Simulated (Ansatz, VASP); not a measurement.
# Two plane-wave programs on InSb

```
CELL_PARAMETERS angstrom
0.00000 3.23910 3.27149
3.23910 0.00000 3.27149
3.23910 3.23910 0.00000
ATOMIC_POSITIONS crystal
In 0.00000 0.00000 0.00000
Sb 0.75000 0.75000 0.75000
```

Change from the starting cell: strain +0.0100 x Voigt [0, 0, 1, 0, 0, 0], atoms carried along.

Alike in both runs: task single point; functional PBE; k mesh 12 × 12 × 12; occupations gaussian, width 0.15 eV; no spin polarisation.

|  | VASP | Ansatz |
| --- | --- | --- |
| version | VASP 6.6.1 | Ansatz 0.2.0 |
| potentials or method | VASP PAW PBE potentials, release 64 (In_d, Sb), cutoff 520 eV | scalar-relativistic, plane waves, PAW |
| valence electrons in the cell | 18 | 28 |

|  | VASP | Ansatz | Ansatz less VASP |
| --- | --- | --- | --- |
| gap on the k mesh at the Fermi level (eV) | none | none | - |
| pressure (GPa) | 2.6 | 2.6 | +0.03 |
| traceless stress, the component that is largest in VASP (GPa) | -0.17 | -0.17 | 0.000 |

A gap of «none» marks a metal or a gap that the smearing closes. With one functional, cell and mesh, what is left measures potentials, basis and numerics. VASP's potentials hold 18 valence electrons a cell and Ansatz's 28, so a difference there can come from the potentials and not from the codes.

Spin-orbit coupling is off throughout.
